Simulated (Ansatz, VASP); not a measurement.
# Re: VASP beside Ansatz

```
CELL_PARAMETERS angstrom
0.00000 2.87021 2.87021
2.87021 0.00000 2.87021
2.87021 2.87021 0.00000
ATOMIC_POSITIONS crystal
Re 0.12500 0.12500 0.12500
Re 0.87500 0.87500 0.87500
```

Alike in both runs: task single point; functional PBEsol; k mesh 11 × 11 × 11; occupations fermi-dirac, width 0.1 eV; no spin polarisation.

|  | VASP | Ansatz |
| --- | --- | --- |
| version | VASP 6.6.1 | Ansatz 0.2.0 |
| potentials or method | VASP PAW PBE potentials, release 64 (Re_sv_GW), cutoff 560 eV | plane waves (420 eV) with PAW, scalar-relativistic |
| valence electrons in the cell | 30 | 30 |

```csv
,VASP,Ansatz,Ansatz less VASP
pressure (GPa),-14.6,-12.6,+1.97
```

VASP's potentials were made for PBE, not for PBEsol, and Ansatz warns of the same on its side.

Spin-orbit coupling is off throughout.
